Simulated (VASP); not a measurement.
Cu: single point with PBE

The system is Cu.

```
CELL_PARAMETERS angstrom
2.89204 0.00000 0.00000
0.00000 2.89204 0.00000
0.00000 0.00000 2.86895
ATOMIC_POSITIONS crystal
Cu 0.00000 0.00000 0.00000
Cu 0.50000 0.50000 0.50000
```

This cell differs from its parent crystal: biaxial strain in the a-b plane: -2.0 %, then relaxed in part.

| Quantity | Value |
| --- | --- |
| Program | VASP 6.6.1 |
| Task | single point |
| Functional | PBE |
| Potentials or basis | VASP PAW PBE potentials, release 64 (Cu) |
| Cutoff | 520 eV |
| k mesh | 14 × 14 × 16 |
| Occupations | gaussian, width 0.1 eV |
| Spin | no spin polarisation |

```
Pressure               : 1.3 GPa
Band gap on the k mesh : zero (band 11 reaches 13.79 eV, above the bottom of band 12 at 6.08 eV)
```

Stress tensor (GPa, compression positive):
```
1.40 0.00 0.00
0.00 1.40 0.00
0.00 0.00 1.22
```

Levels at points of the mesh, in eV from the Fermi level:
```tsv
k point	band 7	band 8	band 9	band 10	band 11	band 12	band 13	band 14	band 15	band 16
(0.00, 0.00, 0.00)	-2.09	-2.06	-1.53	-1.53	-1.52	8.02	8.02	8.32	13.39	13.54
(0.50, 0.00, 0.00)	-2.75	-2.75	-2.29	-2.29	-1.32	-1.32	14.29	14.29	14.57	14.57
(0.50, 0.50, 0.00)	-1.98	-1.98	-1.36	-1.36	-0.59	-0.59	4.20	4.20	17.50	17.50
(0.00, 0.00, 0.50)	-2.78	-2.78	-2.30	-2.30	-1.26	-1.26	14.38	14.38	14.38	14.38
(0.50, 0.00, 0.50)	-1.96	-1.96	-1.36	-1.36	-0.53	-0.53	4.28	4.28	17.27	17.27
(0.50, 0.50, 0.50)	-1.95	-1.95	-1.94	-1.94	6.39	6.39	6.45	6.45	6.45	6.45
```

Wall time 79 s on 1 thread of Intel(R) Xeon(R) Platinum 8259CL CPU @ 2.50GHz (Skylake/Cascade Lake), with other jobs on the host, peak memory 0.22 GiB.

Caveat: the cell differs from its parent crystal (biaxial strain in the a-b plane: -2.0 %, then relaxed in part).
